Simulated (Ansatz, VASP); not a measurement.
## One calculation of CoO, two programs

File INCAR:

```
SYSTEM = CoO
ALGO     = Normal         ! electronic algorithm
EDIFF    = 1E-6           ! SCF threshold, eV
EDIFFG   = -0.01          ! ionic threshold
ENCUT    = 600            ! plane-wave cutoff, eV
GGA      = RE             ! functional
IBRION   = 2              ! ionic algorithm
ISIF     = 3              ! what is computed and relaxed
ISMEAR   = -1             ! smearing method
ISPIN    = 2              ! spin polarisation
IVDW     = 12             ! dispersion correction
LASPH    = .TRUE.         ! aspherical terms in the spheres
LCHARG   = .FALSE.        ! write CHGCAR
LMAXMIX  = 4              ! l up to which the mixer works
LORBIT   = 11             ! projections on sites
LREAL    = .FALSE.        ! projectors in reciprocal space
LWAVE    = .FALSE.        ! write WAVECAR
MAGMOM   = 2 0            ! initial moments
NELM     = 150            ! most SCF steps
NSW      = 80             ! ionic steps
PREC     = Accurate       ! precision mode
SIGMA    = 0.05           ! smearing width, eV
```

KPOINTS

```
k-points
0
G
  11 11 11
  0 0 0
```

Contents of POSCAR:

```
CoO
1.0
    0.0000000000      2.1315000000      2.1315000000
    2.1315000000      0.0000000000      2.1315000000
    2.1315000000      2.1315000000      0.0000000000
Co O
1 1
Direct
    0.0000000000      0.0000000000      0.0000000000
    0.5000000000      0.5000000000      0.5000000000
```

File input.yaml:

```yaml
crystal:
  lattice:
    - [0.0, 2.1315, 2.1315]
    - [2.1315, 0.0, 2.1315]
    - [2.1315, 2.1315, 0.0]
  atoms:
    - { symbol: Co, position: [0.0, 0.0, 0.0], spin: 2.0 }
    - { symbol: O, position: [0.5, 0.5, 0.5] }
kpoints:
  mp_grid: { grid: [11, 11, 11] }
scf:
  occupations: { method: fermi_dirac, width: 0.05 }
hamiltonian:
  xc: revpbe
  dispersion: d3bj
  pseudopotentials: { kind: all_electron, lapw: { basis_error: 0.001 } }
magnetization:
  spin_polarized: true
output:
  forces: true
  stress: true
relax:
  f_tol: 0.01
  max_steps: 60
  cell: {}
```

Alike in both runs: task relaxation of cell and atoms; functional revPBE; dispersion D3(BJ); k mesh 11 × 11 × 11; occupations fermi-dirac, width 0.05 eV; collinear spin.

```csv
,VASP,Ansatz
version,VASP 6.6.1,Ansatz 0.2.0
potentials or method,"VASP PAW PBE potentials, release 64 (Co, O), cutoff 600 eV","all-electron LAPW, scalar-relativistic"
```

```csv
,VASP,Ansatz,Ansatz less VASP
net moment per atom (μB),1.42,1.47,+0.048
size of the moment on the site where the two differ most (μB),2.52,2.59,+0.078
relaxed volume (Å³/atom),9.35,9.64,+0.286
relaxed cell length with the largest relative difference (Å),2.980,3.010,+0.0300
```

VASP's potentials were made for PBE, not for revPBE. Site moments also hang on the region over which each program counts them. Ansatz ran all-electron here, and VASP with PAW potentials.
